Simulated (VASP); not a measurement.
# WSe2 (C2/m) in VASP: single point with PBEsol+U

Aim: the single point of WSe2 with PBEsol+U.

Everything below comes from runs of VASP 6.6.1. Logs are shortened: lines on timing, memory, paths and dates and some standing lists are left out, and cuts for length are marked.

## Step 1: The cell of the first run

Symmetry: C2/m, No. 12, monoclinic system. The conventional cell has a = 6.649 Å, b = 4.076 Å, c = 4.688 Å, α = 90.00°, β = 90.04°, γ = 90.00°. Within 3.3 Å of W (site symmetry 2/m) lie 6 Se at 2.48 to 2.75 Å. Within 3.3 Å of Se (site symmetry m) lie 3 W at 2.48 to 2.75 Å and 3 Se at 2.96 to 3.19 Å.

## Step 2: Single point, PBEsol+U, collinear spin

Contents of INCAR:

```
PREC = Accurate ; ENCUT = 520
EDIFF = 1E-7 ; ISMEAR = 0
SIGMA = 0.05 ; LREAL = F
LASPH = T ; NELM = 150
ALGO = Fast ; ISIF = 2
LWAVE = F ; LCHARG = T
ISPIN = 2 ; MAGMOM = 1.56 1.56 -0.1 -0.1 -0.1 -0.1
LORBIT = 11 ; NUPDOWN = 4.0
LMAXMIX = 4 ; LDAU = T
LDAUTYPE = 2 ; LDAUL = 2 -1
LDAUU = 1 0 ; LDAUJ = 0 0
LDAUPRINT = 1 ; GGA = PS
LELF = T ; LVHAR = T
NBANDS = 39
```

Contents of KPOINTS:

```
Automatic mesh
0
Gamma
  6 6 4
```

Contents of POSCAR:

```
WSe2
1.0
    3.3242801000     -2.0378498300      0.0000000000
    3.3210073100      2.0378498300      4.6879320400
   -0.0065455800      0.0000000000      9.3758640800
W Se
2 4
Direct
    0.0000000000      0.0000000000      0.0000000000
    0.0000000000      0.0000000000      0.5000000000
    0.6879000000      0.6879000000      0.8005000000
    0.3121000000      0.3121000000      0.1995000000
    0.6879000000      0.6879000000      0.3005000000
    0.3121000000      0.3121000000      0.6995000000
```

Potentials or basis: VASP PAW PBE potentials, release 64 (W_sv, Se).

On the command line:

```
cat potpaw_PBE.64/W_sv/POTCAR potpaw_PBE.64/Se/POTCAR > POTCAR
mpirun -np 1 vasp_std > vasp.out
```

OUTCAR:

```text
PREC = Accurate
   ENCUT = 520
   EDIFF = 1E-7
   ISMEAR = 0
   LREAL = F
   LASPH = T
   NELM = 150
   ISIF = 2
   ISPIN = 2
   LORBIT = 11
   NUPDOWN = 4.0
   GGA = PS

 ion  position               nearest neighbor table
   1  0.000  0.000  0.000-   5 2.48   6 2.48   5 2.75   3 2.75   4 2.75   6 2.75
   2  0.000  0.000  0.500-   3 2.48   4 2.48   3 2.75   5 2.75   6 2.75   4 2.75
   3  0.688  0.688  0.800-   2 2.48   1 2.75   2 2.75
   4  0.312  0.312  0.200-   2 2.48   1 2.75   2 2.75
   5  0.688  0.688  0.300-   1 2.48   2 2.75   1 2.75
   6  0.312  0.312  0.700-   1 2.48   2 2.75   1 2.75

  LATTYP: Found a triclinic cell.
 ALAT       =     6.0993562756
 B/A-ratio  =     1.5371894904
 C/A-ratio  =     1.1409241068
 COS(alpha) =     0.0003334983
 COS(beta)  =     0.5541361736
 COS(gamma) =     0.7689752414

  Lattice vectors:

 A1 = (   3.3275528900,   2.0378498300,  -4.6879320400)
 A2 = (   0.0065455800,   0.0000000000,  -9.3758640800)
 A3 = (   3.3242801000,   6.1135494900,   0.0000000000)

Analysis of symmetry for initial positions (statically):
=====================================================================
 Subroutine PRICEL returns following result:

  LATTYP: Found a base centered monoclinic cell.
 ALAT       =     6.6485602000
 B/A-ratio  =     0.6130198926
 C/A-ratio  =     0.7051050214
 COS(beta)  =    -0.0006981307
[... 12 lines left out ...]
 Subroutine GETGRP returns: Found  2 space group operations
 (whereof  2 operations were pure point group operations)
 out of a pool of  2 trial point group operations.

The static configuration has the point symmetry S_2 .

Analysis of symmetry for dynamics (positions and initial velocities):
=====================================================================
 Subroutine PRICEL returns following result:

  LATTYP: Found a base centered monoclinic cell.
 ALAT       =     6.6485602000
 B/A-ratio  =     0.6130198926
 C/A-ratio  =     0.7051050214
 COS(beta)  =    -0.0006981307
[... 12 lines left out ...]
 Subroutine GETGRP returns: Found  2 space group operations
 (whereof  2 operations were pure point group operations)
 out of a pool of  2 trial point group operations.

The dynamic configuration has the point symmetry S_2 .

Analysis of structural, dynamic, and magnetic symmetry:
=====================================================================
 Subroutine PRICEL returns following result:

  LATTYP: Found a base centered monoclinic cell.
 ALAT       =     6.6485602000
 B/A-ratio  =     0.6130198926
 C/A-ratio  =     0.7051050214
 COS(beta)  =    -0.0006981307
[... 12 lines left out ...]
 Subroutine GETGRP returns: Found  2 space group operations
 (whereof  2 operations were pure point group operations)
 out of a pool of  2 trial point group operations.

The overall configuration has the point symmetry S_2 .

 Subroutine INISYM returns: Found  2 space group operations
 (whereof  2 operations are pure point group operations),
 and found     2 'primitive' translations

----------------------------------------------------------------------------------------

[... 161 lines left out ...]
  o =  0.0956  v =  0.0000  0.0000  0.0000  0.0000  0.0000 -0.7418  0.6684  0.0329 -0.0245 -0.0342      0.0000  0.0000  0.0000  0.0000  0.0000  0.0000  0.0000  0.0000  0.0000  0.0000
  o =  0.1078  v =  0.0000  0.0000  0.0000  0.0000  0.0000 -0.0367  0.0372 -0.7681  0.4018  0.4958      0.0000  0.0000  0.0000  0.0000  0.0000  0.0000  0.0000  0.0000  0.0000  0.0000
  o =  0.2318  v =  0.0000  0.0000  0.0000  0.0000  0.0000 -0.6695 -0.7428 -0.0022 -0.0023  0.0045      0.0000  0.0000  0.0000  0.0000  0.0000  0.0000  0.0000  0.0000  0.0000  0.0000
  o =  0.3075  v =  0.0000  0.0000  0.0000  0.0000  0.0000 -0.0012 -0.0051 -0.0006  0.7766 -0.6300      0.0000  0.0000  0.0000  0.0000  0.0000  0.0000  0.0000  0.0000  0.0000  0.0000
  o =  0.3639  v = -0.6710 -0.7409 -0.0234 -0.0003  0.0152  0.0000  0.0000  0.0000  0.0000  0.0000      0.0000  0.0000  0.0000  0.0000  0.0000  0.0000  0.0000  0.0000  0.0000  0.0000
  o =  0.3775  v =  0.0127 -0.0020  0.0934 -0.7997  0.5929  0.0000  0.0000  0.0000  0.0000  0.0000      0.0000  0.0000  0.0000  0.0000  0.0000  0.0000  0.0000  0.0000  0.0000  0.0000
  o =  0.5289  v =  0.1604 -0.1806  0.8294 -0.2317 -0.4473  0.0000  0.0000  0.0000  0.0000  0.0000      0.0000  0.0000  0.0000  0.0000  0.0000  0.0000  0.0000  0.0000  0.0000  0.0000
  o =  0.5682  v =  0.7234 -0.6466 -0.1913  0.0822  0.1233  0.0000  0.0000  0.0000  0.0000  0.0000      0.0000  0.0000  0.0000  0.0000  0.0000  0.0000  0.0000  0.0000  0.0000  0.0000
  o =  0.6400  v = -0.0225  0.0173  0.5160  0.5477  0.6580  0.0000  0.0000  0.0000  0.0000  0.0000      0.0000  0.0000  0.0000  0.0000  0.0000  0.0000  0.0000  0.0000  0.0000  0.0000

atom =   2  type =  1  l = 2

 onsite density matrix

spin component  1

  0.4752 -0.1004 -0.0095  0.0025  0.0024
 -0.1004  0.4548  0.0030 -0.0013  0.0002
 -0.0095  0.0030  0.5585  0.0421  0.0285
  0.0025 -0.0013  0.0421  0.4656  0.1122
  0.0024  0.0002  0.0285  0.1122  0.5243

spin component  2

  0.1566  0.0677  0.0007 -0.0000 -0.0003
  0.0677  0.1707 -0.0003 -0.0006  0.0003
  0.0007 -0.0003  0.0884 -0.0147 -0.0180
 -0.0000 -0.0006 -0.0147  0.2171 -0.1114
 -0.0003  0.0003 -0.0180 -0.1114  0.1702

 occupancies and eigenvectors

  o =  0.0605  v =  0.0000  0.0000  0.0000  0.0000  0.0000 -0.0083  0.0077  0.6394  0.4846  0.5968      0.0000  0.0000  0.0000  0.0000  0.0000  0.0000  0.0000  0.0000  0.0000  0.0000
  o =  0.0956  v =  0.0000  0.0000  0.0000  0.0000  0.0000 -0.7418  0.6684  0.0329 -0.0245 -0.0342      0.0000  0.0000  0.0000  0.0000  0.0000  0.0000  0.0000  0.0000  0.0000  0.0000
  o =  0.1078  v =  0.0000  0.0000  0.0000  0.0000  0.0000 -0.0367  0.0372 -0.7681  0.4018  0.4958      0.0000  0.0000  0.0000  0.0000  0.0000  0.0000  0.0000  0.0000  0.0000  0.0000
  o =  0.2318  v =  0.0000  0.0000  0.0000  0.0000  0.0000 -0.6695 -0.7428 -0.0022 -0.0023  0.0045      0.0000  0.0000  0.0000  0.0000  0.0000  0.0000  0.0000  0.0000  0.0000  0.0000
  o =  0.3075  v =  0.0000  0.0000  0.0000  0.0000  0.0000 -0.0012 -0.0051 -0.0006  0.7766 -0.6300      0.0000  0.0000  0.0000  0.0000  0.0000  0.0000  0.0000  0.0000  0.0000  0.0000
  o =  0.3639  v = -0.6710 -0.7409 -0.0234 -0.0003  0.0152  0.0000  0.0000  0.0000  0.0000  0.0000      0.0000  0.0000  0.0000  0.0000  0.0000  0.0000  0.0000  0.0000  0.0000  0.0000
  o =  0.3775  v =  0.0127 -0.0020  0.0934 -0.7997  0.5929  0.0000  0.0000  0.0000  0.0000  0.0000      0.0000  0.0000  0.0000  0.0000  0.0000  0.0000  0.0000  0.0000  0.0000  0.0000
  o =  0.5289  v =  0.1604 -0.1806  0.8294 -0.2317 -0.4473  0.0000  0.0000  0.0000  0.0000  0.0000      0.0000  0.0000  0.0000  0.0000  0.0000  0.0000  0.0000  0.0000  0.0000  0.0000
  o =  0.5682  v =  0.7234 -0.6466 -0.1913  0.0822  0.1233  0.0000  0.0000  0.0000  0.0000  0.0000      0.0000  0.0000  0.0000  0.0000  0.0000  0.0000  0.0000  0.0000  0.0000  0.0000
  o =  0.6400  v = -0.0225  0.0173  0.5160  0.5477  0.6580  0.0000  0.0000  0.0000  0.0000  0.0000      0.0000  0.0000  0.0000  0.0000  0.0000  0.0000  0.0000  0.0000  0.0000  0.0000

 number of electron      51.9999999 magnetization       4.0000148

 Free energy of the ion-electron system (eV)
  ---------------------------------------------------
  ext. energy  EPLUGINS =         0.00000000
  ---------------------------------------------------
  free energy    TOTEN  =       -38.83433526 eV

  energy without entropy =      -38.82837032  energy(sigma->0) =      -38.83135279

 E-fermi :   5.7455     XC(G=0): -10.8413

 val. band max:        5.8994285303   @ k =   0.3333   0.5000   0.2500
 cond. band min:       5.7590301710   @ k =   0.0000   0.5000   0.5000
 fundamental gap:     -0.1403983593
 Fermi energy:         5.8999140572

 spin component 1

 k-point     1 :       0.0000    0.0000    0.0000
  band No.  band energies     occupation
      1     -69.0129      1.00000
      2     -69.0123      1.00000
      3     -33.3321      1.00000
      4     -33.3313      1.00000
      5     -33.3219      1.00000
      6     -33.3120      1.00000
[... 1961 lines left out ...]
     37      12.3355      0.00000
     38      13.2859      0.00000

 [... further k-points ...]

 [bands above 38 left out]

------------------------ aborting loop because EDIFF is reached ----------------------------------------

  FORCE on cell =-STRESS in cart. coord.  units (eV):
  Direction    XX          YY          ZZ          XY          YZ          ZX
  --------------------------------------------------------------------------------------
  -------------------------------------------------------------------------------------
  Total       -3.4084163     -8.6896820      6.9697157      0.1937838     -0.0727897     -6.3359621
  in kB      -42.9884838   -109.5981899     87.9051992      2.4440889     -0.9180565    -79.9120125
  external PRESSURE =     -21.5604915 kB  Pullay stress =       0.0000000 kB

 VOLUME and BASIS-vectors are now :
 -----------------------------------------------------------------------------
  energy-cutoff  :      520.00
  volume of cell :      127.03
      direct lattice vectors                 reciprocal lattice vectors
     3.324280100 -2.037849830  0.000000000     0.150408505 -0.245356646  0.000105005
     3.321007310  2.037849830  4.687932040     0.150408505  0.245356646  0.000105005
    -0.006545580  0.000000000  9.375864080    -0.075204252 -0.122678323  0.106604334

 POSITION                                       TOTAL-FORCE (eV/Angst)
 -----------------------------------------------------------------------------------
      0.00000      0.00000      0.00000         0.000000     -0.000000      0.000000
     -0.00327      0.00000      4.68793         0.000000     -0.000000      0.000000
      4.56605      0.00000     10.73021        -1.153795     -0.035124     -1.033313
      2.07269      0.00000      3.33359         1.153795      0.035124      1.033313
      4.56933      0.00000      6.04228        -1.153795     -0.035124     -1.033313
      2.06942      0.00000      8.02152         1.153795      0.035124      1.033313
 -----------------------------------------------------------------------------------
    total drift:                               -0.000000      0.000000      0.000000

  FREE ENERGIE OF THE ION-ELECTRON SYSTEM (eV)
  ---------------------------------------------------
  free  energy   TOTEN  =       -38.8343352551 eV

  energy  without entropy=      -38.8283703235  energy(sigma->0) =      -38.83135279

 total charge

# of ion       s       p       d       tot
------------------------------------------
    1        2.336   6.195   3.238  11.769
    2        2.336   6.195   3.238  11.769
    3        1.476   2.306   0.061   3.843
    4        1.476   2.306   0.061   3.843
    5        1.476   2.306   0.061   3.843
    6        1.476   2.306   0.061   3.843
--------------------------------------------------
tot         10.575  21.616   6.719  38.910

 magnetization (x)

# of ion       s       p       d       tot
------------------------------------------
    1        0.059   0.016   1.659   1.734
    2        0.059   0.016   1.659   1.734
    3       -0.003  -0.088   0.014  -0.077
    4       -0.003  -0.088   0.014  -0.077
    5       -0.003  -0.088   0.014  -0.077
    6       -0.003  -0.088   0.014  -0.077
--------------------------------------------------
tot          0.106  -0.320   3.374   3.161
```

Run time: 31 min. Hardware: 1 thread of Oxide Virtual Turin-like, shared host; peak memory 0.7 GiB.

Results:

* Free energy: -38.8343 eV
* Pressure: -2.2 GPa
* Largest force: 1.549 eV/Å
* Net moment: 4.00 μB per cell
* Site moments: W +1.73; Se -0.08 μB
* Valence electrons inside the program's atomic spheres: W 11.77; Se 3.84

Forces in eV/Å, atoms in the order of the input:
```
W    0.000  0.000  0.000
W    0.000  0.000  0.000
Se  -1.154 -0.035 -1.033
Se   1.154  0.035  1.033
Se  -1.154 -0.035 -1.033
Se   1.154  0.035  1.033
```

Eigenvalues of the final occupation matrices:
```
    site  spin  trace               eigenvalues
site 1 d     1   2.48  0.36 0.38 0.53 0.57 0.64
site 1 d     2   0.80  0.06 0.10 0.11 0.23 0.31
site 2 d     1   2.48  0.36 0.38 0.53 0.57 0.64
site 2 d     2   0.80  0.06 0.10 0.11 0.23 0.31
```

Caveat: the moment is held away from its start; the PAW data sets were made with another functional, which shifts forces and pressure a little; spin-orbit coupling is left out, which moves the levels of the heavy elements; the total moment is fixed, so each spin has its own Fermi level.
